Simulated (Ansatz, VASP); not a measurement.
Ba2BiSb2 in VASP and in Ansatz

```
Ba Sb Bi
1.0
    -2.36536    3.70100    4.91462
     2.36536   -3.70100    4.91462
     2.36536    3.70100   -4.91462
Ba Sb Bi
2 2 1
Cartesian
  0.0000 3.7010 2.1478
  2.3654 0.0000 2.7668
  0.0000 1.5100 4.9146
  2.3654 2.1910 0.0000
  0.0000 0.0000 0.0000
```

Alike in both runs: functional LDA; k mesh 6 × 6 × 6; occupations fermi-dirac, width 0.1 eV; no spin polarisation.

Ansatz relaxed the structure, and its values are those at the end. VASP's run is a single point on that final structure, the one shown.

```csv
,VASP,Ansatz
version,VASP 6.6.1,Ansatz 0.2.0
potentials or method,"VASP PAW LDA potentials, release 64 (Ba_sv, Sb, Bi_d), cutoff 520 eV",PAW plane waves
valence electrons in the cell,45,65
```

VASP gave:

| Quantity | Value |
| --- | --- |
| gap on the k mesh at the Fermi level (eV) | none |
| pressure (GPa) | 0.4 |

**Question.** What did Ansatz give for the same quantities?

**Answer.** gap on the k mesh at the Fermi level (eV): none; pressure (GPa): 0.0.

Ansatz warns that its potentials were made for another functional, while VASP's fit it. LDA's correlation is that of Perdew and Zunger in VASP and of Perdew and Wang (1992) in Ansatz. A gap of «none» marks a metal or a gap that the smearing closes. VASP's potentials hold 45 valence electrons a cell and Ansatz's 65, so a difference there can come from the potentials and not from the codes.

Neither program's run includes spin-orbit coupling.
